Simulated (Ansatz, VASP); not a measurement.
Two plane-wave programs on Re

```
Re
1.0
     2.73703    0.00000    0.00000
    -1.36851    2.37034    0.00000
     0.00000    0.00000    4.41735
Re
2
Direct
  0.33333 0.66667 0.75000
  0.66667 0.33333 0.25000
```

Alike in both runs: functional LDA; k mesh 18 × 18 × 10; occupations gaussian, width 0.05 eV; no spin polarisation.

Ansatz relaxed the structure, and its values are those at the end. VASP's run is a single point on that final structure, the one shown.

|  | VASP | Ansatz |
| --- | --- | --- |
| version | VASP 6.6.1 | Ansatz 0.2.0 |
| potentials or method | VASP PAW LDA potentials, release 64 (Re_sv_GW), cutoff 560 eV | scalar-relativistic, plane waves, PAW |
| valence electrons in the cell | 30 | 30 |

```csv
,VASP,Ansatz,Ansatz less VASP
pressure (GPa),0.0,0.0,+0.05
```

LDA's correlation is that of Perdew and Zunger in VASP and of Perdew and Wang (1992) in Ansatz.

Spin-orbit coupling is off throughout.
